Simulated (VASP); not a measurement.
Wanted: the native input for a VASP 6.6.1 run.

```
Task                   : single point
Functional             : PBE
Potentials or basis    : VASP PAW PBE potentials, release 64 (B, N)
Cutoff                 : 520 eV
k mesh                 : 12 × 12 × 6
Occupations            : gaussian, width 0.05 eV
Spin                   : no spin polarisation
Dipole correction      : no
Further INCAR settings : ALGO = Normal; EDIFF = 1e-07; NBANDS = 16
```

The structure of BN lies in POSCAR:

```
BN
1.0
    2.5156305077      0.0000000000      0.0000000000
   -1.2578152539      2.1785999262      0.0000000000
    0.0000000000      0.0000000000      4.2268550000
B N
2 2
Direct
    0.6666666667      0.3333333333      0.9997240000
    0.3333333333      0.6666666667      0.4997240000
    0.6666666667      0.3333333333      0.6252760000
    0.3333333333      0.6666666667      0.1252760000
```

This cell differs from its parent crystal: strain -0.0150 x Voigt [1, 1, 0, 0, 0, 0].

One way to write it, as run:

INCAR

```
SYSTEM = BN
ALGO = Normal
EDIFF = 1E-7
ENCUT = 520
GGA = PE
ISIF = 2
ISMEAR = 0
LASPH = .TRUE.
LCHARG = .FALSE.
LREAL = .FALSE.
LWAVE = .FALSE.
NBANDS = 16
NELM = 100
PREC = Accurate
SIGMA = 0.05
```

KPOINTS

```
k-points
0
G
  12 12 6
  0 0 0
```

Potentials or basis: VASP PAW PBE potentials, release 64 (B, N).

The run is started by

```console
$ cat potpaw_PBE.64/B/POTCAR potpaw_PBE.64/N/POTCAR > POTCAR
$ mpirun -np 1 vasp_std > vasp.out
```

It gave:

```
Pressure               : 12.2 GPa
Largest force          : 0.033 eV/Å
Band gap on the k mesh : 5.09 eV, indirect (least direct gap 8.20 eV)
```

Caveat: the cell differs from its parent crystal (strain -0.0150 x Voigt [1, 1, 0, 0, 0, 0]).

Run time: 28 s on 1 thread of AMD EPYC 7R13 (shared host), peak memory 0.12 GiB.
